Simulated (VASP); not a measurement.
# Al7Ni6 in VASP: relaxation of the atoms with PBEsol

Aim: the relaxation of the atoms of Al7Ni6 with PBEsol.

Everything below comes from runs of VASP 6.6.1. Logs are shortened: lines on timing, memory, paths and dates and some standing lists are left out, and cuts for length are marked.

## 1. The cell of the first run

The cell holds a slab with vacuum, 13 atoms: a = 4.048 Å, b = 4.048 Å, c = 24.915 Å, α = 90.00°, β = 90.00°, γ = 120.00°.

## 2. Relaxation of the atoms, PBEsol

Input file INCAR:

```
PREC = Accurate
ENCUT = 520
EDIFF = 1E-7
ISMEAR = 0
SIGMA = 0.1
LREAL = F
LASPH = T
NELM = 100
ALGO = Normal
ISIF = 2
LWAVE = F
LCHARG = F
LDIPOL = T
IDIPOL = 3
DIPOL = 0.5 0.5 0.500
GGA = PS
IBRION = 2
NSW = 80
EDIFFG = -0.02
KPAR = 4
```

Input file KPOINTS:

```
regular mesh
0
Gamma
  9 9 1
```

Input file POSCAR:

```
Al7Ni6
1.0
    4.0477133473      0.0000000000      0.0000000000
   -2.0238566737      3.5054225860      0.0000000000
    0.0000000000      0.0000000000     24.9148323261
Al Ni
7 6
Direct
    0.6666666667      0.3333333333      0.3010255057
    0.3333333333      0.6666666667      0.3673503371
    0.0000000000      0.0000000000      0.4336751686
    0.6666666667      0.3333333333      0.5000000000
    0.3333333333      0.6666666667      0.5663248314
    0.0000000000      0.0000000000      0.6326496629
    0.6666666667      0.3333333333      0.6989744943
    0.0000000000      0.0000000000      0.3341879214
    0.6666666667      0.3333333333      0.4005127528
    0.3333333333      0.6666666667      0.4668375843
    0.0000000000      0.0000000000      0.5331624157
    0.6666666667      0.3333333333      0.5994872472
    0.3333333333      0.6666666667      0.6658120786
```

Potentials or basis: VASP PAW PBE potentials, release 64 (Al, Ni).

Started as:

```sh
cat potpaw_PBE.64/Al/POTCAR potpaw_PBE.64/Ni/POTCAR > POTCAR
mpirun -np 4 vasp_std > vasp.out
```

OUTCAR:

```text
PREC = Accurate
   ENCUT = 520
   EDIFF = 1E-7
   ISMEAR = 0
   LREAL = F
   LASPH = T
   NELM = 100
   ISIF = 2
   GGA = PS
   IBRION = 2
   NSW = 80
   EDIFFG = -0.02

 ion  position               nearest neighbor table
   1  0.667  0.333  0.301-   9 2.48   8 2.48   8 2.48   8 2.48   2 2.86   2 2.86   2 2.86
   2  0.333  0.667  0.367-   9 2.48   9 2.48   8 2.48   8 2.48   8 2.48   9 2.48  10 2.48   1 2.86
                             1 2.86   1 2.86   3 2.86   3 2.86   3 2.86
   3  0.000  0.000  0.434-  11 2.48  10 2.48  10 2.48  10 2.48   9 2.48   9 2.48   9 2.48   8 2.48
                             4 2.86   4 2.86   4 2.86   2 2.86   2 2.86   2 2.86
   4  0.667  0.333  0.500-  10 2.48  10 2.48  11 2.48  11 2.48  11 2.48  10 2.48   9 2.48  12 2.48
                             5 2.86   5 2.86   3 2.86   3 2.86   3 2.86   5 2.86
   5  0.333  0.667  0.566-  10 2.48  11 2.48  11 2.48  11 2.48  12 2.48  12 2.48  13 2.48  12 2.48
                             4 2.86   4 2.86   4 2.86   6 2.86   6 2.86   6 2.86
   6  0.000  0.000  0.633-  12 2.48  13 2.48  12 2.48  13 2.48  12 2.48  13 2.48  11 2.48   7 2.86
                             7 2.86   7 2.86   5 2.86   5 2.86   5 2.86
   7  0.667  0.333  0.699-  12 2.48  13 2.48  13 2.48  13 2.48   6 2.86   6 2.86   6 2.86
   8  0.000  0.000  0.334-   2 2.48   1 2.48   2 2.48   1 2.48   2 2.48   1 2.48   3 2.48   9 2.86
                             9 2.86   9 2.86
   9  0.667  0.333  0.401-   1 2.48   2 2.48   2 2.48   2 2.48   3 2.48   3 2.48   3 2.48   4 2.48
                             8 2.86   8 2.86   8 2.86  10 2.86  10 2.86  10 2.86
  10  0.333  0.667  0.467-   5 2.48   4 2.48   4 2.48   3 2.48   3 2.48   3 2.48   4 2.48   2 2.48
                            11 2.86  11 2.86  11 2.86   9 2.86   9 2.86   9 2.86
  11  0.000  0.000  0.533-   3 2.48   4 2.48   5 2.48   4 2.48   5 2.48   4 2.48   5 2.48   6 2.48
                            10 2.86  10 2.86  10 2.86  12 2.86  12 2.86  12 2.86
  12  0.667  0.333  0.599-   7 2.48   6 2.48   6 2.48   6 2.48   5 2.48   5 2.48   4 2.48   5 2.48
                            13 2.86  13 2.86  13 2.86  11 2.86  11 2.86  11 2.86
  13  0.333  0.667  0.666-   7 2.48   7 2.48   6 2.48   6 2.48   6 2.48   7 2.48   5 2.48  12 2.86
                            12 2.86  12 2.86

  LATTYP: Found a hexagonal cell.
 ALAT       =     4.0477133473
 C/A-ratio  =     6.1552857597

  Lattice vectors:

 A1 = (   4.0477133473,   0.0000000000,   0.0000000000)
 A2 = (  -2.0238566737,   3.5054225860,   0.0000000000)
 A3 = (   0.0000000000,   0.0000000000,  24.9148323261)

Analysis of symmetry for initial positions (statically):
=====================================================================
 Subroutine PRICEL returns:
 Original cell was already a primitive cell.

 Routine SETGRP: Setting up the symmetry group for a
 hexagonal supercell.

 Subroutine GETGRP returns: Found 12 space group operations
 (whereof  6 operations were pure point group operations)
 out of a pool of 24 trial point group operations.

The static configuration has the point symmetry C_3v.
 The point group associated with its full space group is D_3d.

Analysis of symmetry for dynamics (positions and initial velocities):
=====================================================================
 Subroutine PRICEL returns:
 Original cell was already a primitive cell.

 Routine SETGRP: Setting up the symmetry group for a
 hexagonal supercell.

 Subroutine GETGRP returns: Found 12 space group operations
 (whereof  6 operations were pure point group operations)
 out of a pool of 24 trial point group operations.

The dynamic configuration has the point symmetry C_3v.
 The point group associated with its full space group is D_3d.

 Subroutine INISYM returns: Found 12 space group operations
 (whereof  6 operations are pure point group operations),
 and found     1 'primitive' translations

----------------------------------------------------------------------------------------

                                     Primitive cell

  volume of cell :     353.5152

  direct lattice vectors                    reciprocal lattice vectors
     4.047713347  0.000000000  0.000000000     0.247053068  0.142636155  0.000000000
    -2.023856674  3.505422586  0.000000000     0.000000000  0.285272310  0.000000000
     0.000000000  0.000000000 24.914832326     0.000000000  0.000000000  0.040136734

  length of vectors
     4.047713347  4.047713347 24.914832326     0.285272310  0.285272310  0.040136734

  position of ions in fractional coordinates (direct lattice)
     0.666666667  0.333333333  0.301025506
     0.333333333  0.666666667  0.367350337
     0.000000000  0.000000000  0.433675169
     0.666666667  0.333333333  0.500000000
[... 74 lines left out ...]
 SYSTEM =  unknown system
   PREC   = accura    normal or accurate (medium, high low for compatibility)
   ISTART =      0    job   : 0-new  1-cont  2-samecut
   ICHARG =      2    charge: 1-file 2-atom 10-const
   ISPIN  =      1    spin polarized calculation?
   LNONCOLLINEAR =      F non collinear calculations
   LSORBIT =      F    spin-orbit coupling
   LASPH  =      T    aspherical Exc in radial PAW
   ENCUT  =  520.0 eV  38.22 Ry    6.18 a.u.   7.53  7.53 46.33*2*pi/ulx,y,z
   NELM   =    100;   NELMIN=  2; NELMDL= -5     # of ELM steps
   EDIFF  = 0.1E-06   stopping-criterion for ELM
   LREAL  =      F    real-space projection
   EDIFFG = -.2E-01   stopping-criterion for IOM
   NSW    =     80    number of steps for IOM
   IBRION =      2    ionic relax: 0-MD 1-quasi-New 2-CG
   NFREE  =      1    steps in history (QN), initial steepest desc. (CG)
   ISIF   =      2    stress and relaxation
   ISYM   =      2    0-nonsym 1-usesym 2-fastsym
   POTIM  = 0.5000    time-step for ionic-motion
   TEBEG  =    0.0;   TEEND  =   0.0 temperature during run
   PSTRESS=    0.0 pullay stress
   NELECT =      81.0000    total number of electrons
   NUPDOWN=      -1.0000    fix difference up-down
   EMIN   =  10.00;   EMAX   =-10.00  energy-range for DOS
   EFERMI =   0.00;   METHOD = LEGACY
   ISMEAR =     0;   SIGMA  =   0.10  broadening in eV -4-tet -1-fermi 0-gaus
   EFERMI_NEDOS =   21; number of points for ismear=-14 and -15
   IALGO  =     38    algorithm
   IMIX   =      4    mixing-type and parameters
     AMIX     =   0.40;   BMIX     =  1.00
     AMIX_MAG =   1.60;   BMIX_MAG =  1.00
  volume/ion in A,a.u.               =      27.19       183.51
  Fermi-wavevector in a.u.,A,eV,Ry     =   1.001768  1.893067 13.653978  1.003539
  Thomas-Fermi vector in A             =   2.134212
   LORBIT       =      0    0 simple, 1 ext, 2 COOP (PROOUT), +10 PAW based schemes
   GGA     = PS    functional components
   LHFCALC =     F    Hartree Fock is set to
   AEXX    =    0.0000 exact exchange contribution
   IVDW    =     0    specifies the selected vdW correction
   LEPSILON=     F    determine dielectric tensor
   LRPA    =     F    only Hartree local field effects (RPA)
 conjugate gradient relaxation of ions
 non-spin polarized calculation
 Gauss-broadening in eV      SIGMA  =   0.10
  energy-cutoff  :      520.00
  volume of cell :      353.52
 maximum number of plane-waves:      9569
 NGX is ok and might be reduce to    30
   NGX = 15   NGY = 15   NGZ = 93

--------------------------------------- Ionic step        1  -------------------------------------------

 number of electron      80.9999936 magnetization

 Free energy of the ion-electron system (eV)
  ---------------------------------------------------
  ext. energy  EPLUGINS =         0.00000000
  ---------------------------------------------------
  free energy    TOTEN  =       -70.65096728 eV

  energy without entropy =      -70.63321731  energy(sigma->0) =      -70.64209229

------------------------ aborting loop because EDIFF is reached ----------------------------------------

  FORCE on cell =-STRESS in cart. coord.  units (eV):
  Direction    XX          YY          ZZ          XY          YZ          ZX
  --------------------------------------------------------------------------------------
  -------------------------------------------------------------------------------------
  Total       -4.5734283     -4.5734283     -2.1880679      0.0000000      0.0000000      0.0000000
  in kB      -20.7273778    -20.7273778     -9.9166111      0.0000000      0.0000000      0.0000000
  external PRESSURE =     -17.1237889 kB  Pullay stress =       0.0000000 kB
[... 122 lines left out ...]
  FREE ENERGIE OF THE ION-ELECTRON SYSTEM (eV)
  ---------------------------------------------------
  free  energy   TOTEN  =       -70.7317311000 eV

  energy  without entropy=      -70.7159924273  energy(sigma->0) =      -70.72386176

[... ionic steps 4 to 8 ...]

--------------------------------------- Ionic step        9  -------------------------------------------

 number of electron      80.9999935 magnetization

------------------------ aborting loop because EDIFF is reached ----------------------------------------
[... 83 lines left out ...]
  FREE ENERGIE OF THE ION-ELECTRON SYSTEM (eV)
  ---------------------------------------------------
  free  energy   TOTEN  =       -70.7458488780 eV

  energy  without entropy=      -70.7322829686  energy(sigma->0) =      -70.73906592

 dipolmoment           0.000000      0.000000     -0.000000 electrons x Angstroem

--------------------------------------- Ionic step       11  -------------------------------------------

 number of electron      80.9999936 magnetization

 dipolmoment           0.000000      0.000000      0.000000 electrons x Angstroem

 Free energy of the ion-electron system (eV)
  ---------------------------------------------------
  ext. energy  EPLUGINS =         0.00000000
  ---------------------------------------------------
  free energy    TOTEN  =       -70.74611170 eV

  energy without entropy =      -70.73252762  energy(sigma->0) =      -70.73931966

 E-fermi :   2.1194     XC(G=0):  -6.1783

 val. band max:        1.9816518846   @ k =   0.2222  -0.0000   0.0000
 cond. band min:       2.1662255677   @ k =   0.1111   0.1111   0.0000
 fundamental gap:      0.1845736831
 Fermi energy:         2.1194151600

 k-point     1 :       0.0000    0.0000    0.0000
  band No.  band energies     occupation
      1      -8.9071      2.00000
      2      -8.0827      2.00000
      3      -6.8308      2.00000
      4      -5.2029      2.00000
      5      -3.5494      2.00000
      6      -2.4572      2.00000
[... 601 lines left out ...]
     47       5.4162      0.00000
     48       5.4162      0.00000

------------------------ aborting loop because EDIFF is reached ----------------------------------------

 vacuum level on the upper side and lower side of the slab       (xc-potential included)        -0.009        -0.009

  FORCE on cell =-STRESS in cart. coord.  units (eV):
  Direction    XX          YY          ZZ          XY          YZ          ZX
  --------------------------------------------------------------------------------------
  -------------------------------------------------------------------------------------
  Total       -3.4498197     -3.4498197     -0.1007928      0.0000000      0.0000000     -0.0000000
  in kB      -15.6350359    -15.6350359     -0.4568063      0.0000000      0.0000000     -0.0000000
  external PRESSURE =     -10.5756260 kB  Pullay stress =       0.0000000 kB
[... 28 lines left out ...]
  FREE ENERGIE OF THE ION-ELECTRON SYSTEM (eV)
  ---------------------------------------------------
  free  energy   TOTEN  =       -70.7461116995 eV

  energy  without entropy=      -70.7325276230  energy(sigma->0) =      -70.73931966

 reached required accuracy - stopping structural energy minimisation

 vacuum level on the upper side and lower side of the slab         6.300         6.300
```

Wall time 13 min (4 MPI ranks of AMD EPYC 7R13 (Zen 3), shared host); peak memory 0.54 GiB.

What came out:

```
Free energy                  : -70.7461 eV
Energy gained by relaxing    : 7.3 meV/atom
Ionic steps                  : 11
Largest force after relaxing : 0.010 eV/Å
Band gap on the k mesh       : zero (an odd number of electrons rules out a gap without spin polarisation)
```

Forces in eV/Å, atoms in the order of the input:
```
Al   0.000  0.000  0.001
Al   0.000  0.000  0.003
Al   0.000  0.000 -0.002
Al   0.000  0.000  0.000
Al   0.000  0.000  0.002
Al   0.000  0.000 -0.003
Al   0.000  0.000 -0.001
Ni   0.000  0.000  0.003
Ni   0.000  0.000  0.006
Ni   0.000  0.000  0.010
Ni   0.000  0.000 -0.010
Ni   0.000  0.000 -0.006
Ni   0.000  0.000 -0.003
```

Step by step:
```csv
step,energy change (eV),largest force (eV/Å),pressure (GPa)
1,0.0000,0.5159,-1.71
2,-0.0428,0.3537,-1.63
3,-0.0808,0.2142,-1.38
4,-0.0808,0.2049,-1.38
5,-0.0879,0.0906,-1.34
6,-0.0906,0.0912,-1.29
7,-0.0934,0.0459,-1.23
8,-0.0942,0.0333,-1.18
9,-0.0947,0.0243,-1.13
10,-0.0949,0.0269,-1.08
11,-0.0951,0.0105,-1.06
```

Final structure:
```yaml
crystal:
  lattice:
    - [4.04771, 0.00000, 0.00000]
    - [-2.02386, 3.50542, 0.00000]
    - [0.00000, 0.00000, 24.91483]
  atoms:
    - { symbol: Al, position: [0.66667, 0.33333, 0.30396] }
    - { symbol: Al, position: [0.33333, 0.66667, 0.36427] }
    - { symbol: Al, position: [0.00000, 0.00000, 0.43463] }
    - { symbol: Al, position: [0.66667, 0.33333, 0.50000] }
    - { symbol: Al, position: [0.33333, 0.66667, 0.56537] }
    - { symbol: Al, position: [0.00000, 0.00000, 0.63573] }
    - { symbol: Al, position: [0.66667, 0.33333, 0.69604] }
    - { symbol: Ni, position: [0.00000, 0.00000, 0.33761] }
    - { symbol: Ni, position: [0.66667, 0.33333, 0.40146] }
    - { symbol: Ni, position: [0.33333, 0.66667, 0.46536] }
    - { symbol: Ni, position: [0.00000, 0.00000, 0.53464] }
    - { symbol: Ni, position: [0.66667, 0.33333, 0.59854] }
    - { symbol: Ni, position: [0.33333, 0.66667, 0.66239] }
```

Caveat: the PAW data sets were made with another functional, which shifts forces and pressure a little. Spin polarisation is off, so any magnetic state and its effect on volume and gap are missing.

The gap in the log of VASP goes by the Fermi energy; the results here count the filled bands.